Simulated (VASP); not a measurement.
Hf3Si2F, 6 atoms in the cell. It takes space group P-6m2 (No. 187, hexagonal). Conventional cell: a = 4.551 Å, b = 4.551 Å, c = 5.779 Å, α = 90.00°, β = 90.00°, γ = 120.00°. Hf (site symmetry -6m2) has 3 Hf at 2.63 Å and 2 F at 2.89 Å and 6 Si at 2.92 Å within 3.5 Å. Within 3.5 Å of Hf (site symmetry -6m2) lie 3 F at 2.63 Å and 2 Hf at 2.89 Å and 6 Si at 3.09 Å. Within 3.5 Å of Hf (site symmetry -6m2) lie 5 Hf at 2.63 to 2.89 Å and 6 Si at 2.92 Å. Si (site symmetry 3m) has 2 Si at 2.53 to 3.25 Å and 9 Hf at 2.92 to 3.09 Å and 3 F at 3.09 Å within 3.3 Å. Within 3.5 Å of F (site symmetry -6m2) lie 5 Hf at 2.63 to 2.89 Å and 6 Si at 3.09 Å. The cell was generated, and may not be a known phase.

| Item | Value |
| --- | --- |
| Program | VASP 6.6.1 |
| Task | single point |
| Functional | PBE |
| Potentials or basis | VASP PAW PBE potentials, release 64 (Hf_pv, Si, F) |
| Cutoff | 520 eV |
| k mesh | 6 × 6 × 4 |
| Occupations | gaussian, width 0.1 eV |
| Spin | no spin polarisation |
| Dipole correction | no |
| Further INCAR settings | ALGO = Normal; EDIFF = 1e-06; NBANDS = 32 |

Potentials or basis: VASP PAW PBE potentials, release 64 (Hf_pv, Si, F).

Command:

```sh
$ cat potpaw_PBE.64/Hf_pv/POTCAR potpaw_PBE.64/Si/POTCAR potpaw_PBE.64/F/POTCAR > POTCAR
$ mpirun -np 1 vasp_std > vasp.out
```

Hardware: 1 thread of Intel(R) Xeon(R) Platinum 8259CL CPU @ 2.50GHz (Skylake/Cascade Lake), on a shared host.

Estimate the wall time of this run.

Wall time 76 s on 1 thread of Intel(R) Xeon(R) Platinum 8259CL CPU @ 2.50GHz (Skylake/Cascade Lake) (shared host), peak memory 0.27 GiB. Counts: scf iterations 15, k points 21.
